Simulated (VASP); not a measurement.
# Mo3W (P4/mmm) in VASP: relaxation of cell and atoms with PBE

Aim: the relaxation of cell and atoms of Mo3W with PBE.

Program: VASP 6.6.1. These are calculated values, not measurements. Logs are shortened: lines on timing, memory, paths and dates and some standing lists are left out, and cuts for length are marked.

### 1 The cell of the first run

The structure is tetragonal, space group P4/mmm (No. 123). The conventional cell has a = 4.476 Å, b = 4.476 Å, c = 3.175 Å, α = 90.00°, β = 90.00°, γ = 90.00°. Mo (site symmetry mmm) has 10 Mo at 2.74 to 3.18 Å and 4 W at 2.74 Å within 3.6 Å. Within 3.6 Å of Mo (site symmetry 4/mmm) lie 10 Mo at 2.74 to 3.18 Å and 4 W at 3.16 Å. Within 3.6 Å of W (site symmetry 4/mmm) lie 12 Mo at 2.74 to 3.16 Å and 2 W at 3.18 Å.

### 2 Relaxation of cell and atoms, PBE

INCAR reads:

```
SYSTEM = Mo3W
ALGO = Normal
EDIFF = 1E-7
EDIFFG = -0.01
ENCUT = 500
GGA = PE
GGA_COMPAT = .FALSE.
IBRION = 2
ISIF = 3
ISMEAR = 0
LASPH = .TRUE.
LCHARG = .FALSE.
LREAL = .FALSE.
LWAVE = .FALSE.
NELM = 120
NELMIN = 4
NSW = 100
PREC = Accurate
SIGMA = 0.1
```

KPOINTS reads:

```
k-points
0
G
  10 10 14
  0 0 0
```

POSCAR reads:

```
Mo3W
1.0
    4.4755725025      0.0000000000      0.0000000000
    0.0000000000      4.4755725025      0.0000000000
    0.0000000000      0.0000000000      3.1754520852
Mo W
3 1
Direct
    0.0000000000      0.5000000000      0.0000000000
    0.0000000000      0.0000000000      0.5000000000
    0.5000000000      0.0000000000      0.0000000000
    0.5000000000      0.5000000000      0.5000000000
```

Potentials or basis: VASP PAW PBE potentials, release 64 (Mo_sv, W_sv).

Command:

```bash
cat potpaw_PBE.64/Mo_sv/POTCAR potpaw_PBE.64/W_sv/POTCAR > POTCAR
mpirun -np 1 vasp_std > vasp.out
```

OUTCAR:

```text
SYSTEM = Mo3W
   EDIFF = 1E-7
   EDIFFG = -0.01
   ENCUT = 500
   GGA = PE
   IBRION = 2
   ISIF = 3
   ISMEAR = 0
   LASPH = .TRUE.
   LREAL = .FALSE.
   NELM = 120
   NELMIN = 4
   NSW = 100
   PREC = Accurate

 ion  position               nearest neighbor table
   1  0.000  0.500  0.000-   2 2.74   4 2.74   2 2.74   4 2.74   2 2.74   2 2.74   4 2.74   4 2.74
                             3 3.16   3 3.16   3 3.16   3 3.16
   2  0.000  0.000  0.500-   1 2.74   3 2.74   1 2.74   3 2.74   1 2.74   1 2.74   3 2.74   3 2.74
                             4 3.16   4 3.16   4 3.16   4 3.16
   3  0.500  0.000  0.000-   2 2.74   4 2.74   2 2.74   4 2.74   4 2.74   4 2.74   2 2.74   2 2.74
                             1 3.16   1 3.16   1 3.16   1 3.16
   4  0.500  0.500  0.500-   1 2.74   3 2.74   1 2.74   3 2.74   3 2.74   3 2.74   1 2.74   1 2.74
                             2 3.16   2 3.16   2 3.16   2 3.16

  LATTYP: Found a simple tetragonal cell.
 ALAT       =     4.4755725025
 C/A-ratio  =     0.7095074615

  Lattice vectors:

 A1 = (   4.4755725025,   0.0000000000,   0.0000000000)
 A2 = (   0.0000000000,   4.4755725025,   0.0000000000)
 A3 = (   0.0000000000,   0.0000000000,   3.1754520852)

Analysis of symmetry for initial positions (statically):
=====================================================================
 Subroutine PRICEL returns:
 Original cell was already a primitive cell.

 Routine SETGRP: Setting up the symmetry group for a
 simple tetragonal supercell.

 Subroutine GETGRP returns: Found 16 space group operations
 (whereof 16 operations were pure point group operations)
 out of a pool of 16 trial point group operations.

The static configuration has the point symmetry D_4h.

Analysis of symmetry for dynamics (positions and initial velocities):
=====================================================================
 Subroutine PRICEL returns:
 Original cell was already a primitive cell.

 Routine SETGRP: Setting up the symmetry group for a
 simple tetragonal supercell.

 Subroutine GETGRP returns: Found 16 space group operations
 (whereof 16 operations were pure point group operations)
 out of a pool of 16 trial point group operations.

The dynamic configuration has the point symmetry D_4h.

 Subroutine INISYM returns: Found 16 space group operations
 (whereof 16 operations are pure point group operations),
 and found     1 'primitive' translations

[... 105 lines left out ...]
   ISYM   =      2    0-nonsym 1-usesym 2-fastsym
   POTIM  = 0.5000    time-step for ionic-motion
   TEBEG  =    0.0;   TEEND  =   0.0 temperature during run
   PSTRESS=    0.0 pullay stress
   NELECT =      56.0000    total number of electrons
   NUPDOWN=      -1.0000    fix difference up-down
   EMIN   =  10.00;   EMAX   =-10.00  energy-range for DOS
   EFERMI =   0.00;   METHOD = LEGACY
   ISMEAR =     0;   SIGMA  =   0.10  broadening in eV -4-tet -1-fermi 0-gaus
   EFERMI_NEDOS =   21; number of points for ismear=-14 and -15
   IALGO  =     38    algorithm
   IMIX   =      4    mixing-type and parameters
     AMIX     =   0.40;   BMIX     =  1.00
     AMIX_MAG =   1.60;   BMIX_MAG =  1.00
  volume/ion in A,a.u.               =      15.90       107.31
  Fermi-wavevector in a.u.,A,eV,Ry     =   1.569049  2.965073 33.496396  2.461916
  Thomas-Fermi vector in A             =   2.670990
   LORBIT       =      0    0 simple, 1 ext, 2 COOP (PROOUT), +10 PAW based schemes
   GGA     = PE    functional components
   LHFCALC =     F    Hartree Fock is set to
   AEXX    =    0.0000 exact exchange contribution
   IVDW    =     0    specifies the selected vdW correction
   LEPSILON=     F    determine dielectric tensor
   LRPA    =     F    only Hartree local field effects (RPA)
 conjugate gradient relaxation of ions
 non-spin polarized calculation
 Gauss-broadening in eV      SIGMA  =   0.10
  energy-cutoff  :      500.00
  volume of cell :       63.61
 maximum number of plane-waves:      1660
 NGX is ok and might be reduce to    36
   NGX = 17   NGY = 17   NGZ = 11

--------------------------------------- Ionic step        1  -------------------------------------------

 number of electron      56.0000004 magnetization

 Free energy of the ion-electron system (eV)
  ---------------------------------------------------
  ext. energy  EPLUGINS =         0.00000000
  ---------------------------------------------------
  free energy    TOTEN  =       -45.78072599 eV

  energy without entropy =      -45.77040182  energy(sigma->0) =      -45.77556390

------------------------ aborting loop because EDIFF is reached ----------------------------------------

  FORCE on cell =-STRESS in cart. coord.  units (eV):
  Direction    XX          YY          ZZ          XY          YZ          ZX
  --------------------------------------------------------------------------------------
  -------------------------------------------------------------------------------------
  Total        0.1731808      0.1731808     -0.2328640      0.0000000     -0.0000000      0.0000000
  in kB        4.3622212      4.3622212     -5.8655691      0.0000000     -0.0000000      0.0000000
  external PRESSURE =       0.9529578 kB  Pullay stress =       0.0000000 kB
[... 139 lines left out ...]
--------------------------------------- Ionic step        5  -------------------------------------------

 number of electron      56.0000005 magnetization

 Free energy of the ion-electron system (eV)
  ---------------------------------------------------
  ext. energy  EPLUGINS =         0.00000000
  ---------------------------------------------------
  free energy    TOTEN  =       -45.78119087 eV

  energy without entropy =      -45.77080926  energy(sigma->0) =      -45.77600007

 E-fermi :  12.1018     XC(G=0): -13.3764

 val. band max:       12.0999065277   @ k =   0.1000   0.1000   0.4286
 cond. band min:      12.1022741676   @ k =   0.2000   0.0000   0.3571
 fundamental gap:      0.0023676399
 Fermi energy:        12.1017504416

 k-point     1 :       0.0000    0.0000    0.0000
  band No.  band energies     occupation
      1     -62.0436      2.00000
      2     -49.1389      2.00000
      3     -48.9061      2.00000
      4     -48.8296      2.00000
      5     -26.3462      2.00000
      6     -26.3462      2.00000
[... 853 lines left out ...]
     32      13.9002      0.00000
     33      14.0759      0.00000

 [... further k-points ...]

------------------------ aborting loop because EDIFF is reached ----------------------------------------

  FORCE on cell =-STRESS in cart. coord.  units (eV):
  Direction    XX          YY          ZZ          XY          YZ          ZX
  --------------------------------------------------------------------------------------
  -------------------------------------------------------------------------------------
  Total        0.0001030      0.0001030     -0.0009699      0.0000000      0.0000000      0.0000000
  in kB        0.0025946      0.0025946     -0.0244223      0.0000000      0.0000000      0.0000000
  external PRESSURE =      -0.0064110 kB  Pullay stress =       0.0000000 kB
[... 19 lines left out ...]
  FREE ENERGIE OF THE ION-ELECTRON SYSTEM (eV)
  ---------------------------------------------------
  free  energy   TOTEN  =       -45.7811908696 eV

  energy  without entropy=      -45.7708092614  energy(sigma->0) =      -45.77600007

 reached required accuracy - stopping structural energy minimisation
```

OSZICAR:

```text
N       E                     dE             d eps       ncg     rms          rms(c)
DAV:   1     0.719499457688E+03    0.71950E+03   -0.34551E+04 11104   0.181E+03
DAV:   2    -0.152869799063E+02   -0.73479E+03   -0.72582E+03 12293   0.580E+02
DAV:   3    -0.479084041311E+02   -0.32621E+02   -0.31941E+02 14719   0.115E+02
[... 49 lines left out ...]
DAV:   4    -0.457811988047E+02    0.27731E-04   -0.30143E-04 13523   0.891E-02    0.464E-02
DAV:   5    -0.457811976876E+02    0.11171E-05   -0.63444E-05 13911   0.492E-02    0.300E-02
DAV:   6    -0.457811919344E+02    0.57532E-05   -0.31768E-05 14351   0.342E-02    0.733E-03
DAV:   7    -0.457811908771E+02    0.10573E-05   -0.81345E-06 14476   0.134E-02    0.167E-03
DAV:   8    -0.457811908696E+02    0.74842E-08   -0.19521E-07  8263   0.259E-03
   5 F= -.45781191E+02 E0= -.45776000E+02  d E =-.163728E-04
```

It took 28 min on 1 thread of Oxide Virtual Turin-like, shared host; peak memory 0.36 GiB.

Results:

- Free energy: -45.7812 eV
- Relaxed volume: 15.91 Å³/atom
- Relaxed cell: a = 4.481 Å, b = 4.481 Å, c = 3.169 Å, α = 90.00°, β = 90.00°, γ = 90.00°
- Space group after relaxing (to 0.1 Å): P4/mmm (No. 123)
- Energy gained by relaxing: 0.1 meV/atom
- Ionic steps: 5
- Pressure after relaxing: 0.0 GPa
- Band gap on the k mesh: zero (bands 28 and 29 overlap by 2.14 eV)

Step by step:
| step | energy change (eV) | largest force (eV/Å) | pressure (GPa) | volume (Å³) |
| --- | --- | --- | --- | --- |
| 1 | 0.0000 | 0.0000 | 0.10 | 63.61 |
| 2 | -0.0003 | 0.0000 | -0.26 | 63.69 |
| 3 | -0.0004 | 0.0000 | -0.14 | 63.66 |
| 4 | -0.0004 | 0.0000 | 0.34 | 63.55 |
| 5 | -0.0005 | 0.0000 | 0.00 | 63.63 |

Final structure:
```
Mo W
1.0
     4.48115    0.00000    0.00000
     0.00000    4.48115    0.00000
     0.00000    0.00000    3.16869
Mo W
3 1
Cartesian
  0.0000 2.2406 3.1687
  0.0000 0.0000 1.5843
  2.2406 0.0000 0.0000
  2.2406 2.2406 1.5843
```

Caveat: spin-orbit coupling is left out, which moves the levels of the heavy elements.
